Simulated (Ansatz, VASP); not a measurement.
# BN in VASP and in Ansatz

The input INCAR:

```
PREC     = Accurate       # precision mode
ENCUT    = 520            # plane-wave cutoff, eV
EDIFF    = 1E-6           # SCF threshold, eV
ISMEAR   = 0              # smearing method
SIGMA    = 0.05           # smearing width, eV
LREAL    = F              # projectors in reciprocal space
LASPH    = T              # aspherical terms in the spheres
NELM     = 60             # most SCF steps
ALGO     = Normal         # electronic algorithm
ISIF     = 2              # what is computed and relaxed
LWAVE    = F              # write WAVECAR
LCHARG   = F              # write CHGCAR
GGA      = PE             # functional
NBANDS   = 16             # bands
```

KPOINTS

```
Automatic mesh
0
Gamma
  12 12 6
```

File POSCAR:

```
BN
1.0
    2.5545800962      0.0000000000      0.0000000000
   -1.2772900481      2.2123312593      0.0000000000
    0.0000000000      0.0000000000      4.2245145363
B N
2 2
Direct
    0.6884971638      0.3493143664      0.9998058548
    0.3333333333      0.6666666667      0.4998058548
    0.6666666667      0.3333333333      0.6251941452
    0.3333333333      0.6666666667      0.1251941452
```

Input for Ansatz:

```yaml
crystal:
  lattice:
    - [2.5545800962, 0.0, 0.0]
    - [-1.2772900481, 2.2123312593, 0.0]
    - [0.0, 0.0, 4.2245145363]
  atoms:
    - { symbol: B, position: [0.6884971638, 0.3493143664, 0.9998058548] }
    - { symbol: B, position: [0.3333333333, 0.6666666667, 0.4998058548] }
    - { symbol: "N", position: [0.6666666667, 0.3333333333, 0.6251941452] }
    - { symbol: "N", position: [0.3333333333, 0.6666666667, 0.1251941452] }
basis:
  ecutwfc: 420
kpoints:
  mp_grid: { grid: [12, 12, 6] }
hamiltonian:
  xc: pbe
scf:
  occupations: { method: gaussian, width: 0.05 }
output:
  forces: true
  stress: true
  eigenvalues: true
```

Alike in both runs: task single point; functional PBE; k mesh 12 × 12 × 6; occupations gaussian, width 0.05 eV; no spin polarisation.

|  | VASP | Ansatz |
| --- | --- | --- |
| version | VASP 6.6.1 | Ansatz 0.2.0 |
| potentials or method | VASP PAW PBE potentials, release 64 (B, N), cutoff 520 eV | scalar-relativistic, plane waves, PAW |
| valence electrons in the cell | 16 | 16 |

|  | VASP | Ansatz | Ansatz less VASP |
| --- | --- | --- | --- |
| gap on the k mesh at the Fermi level (eV) | 5.01 | 5.02 | +0.017 |
| least direct gap on the mesh (eV) | 7.90 | 7.91 | +0.011 |
| pressure (GPa) | 0.6 | 0.4 | -0.23 |
| traceless stress, the component that is largest in VASP (GPa) | 0.80 | 0.77 | -0.025 |
| rms of the force components (eV/Å) | 0.484 | 0.481 | -0.0028 |

Atom by atom the forces differ by 0.003 eV/Å (rms over components).
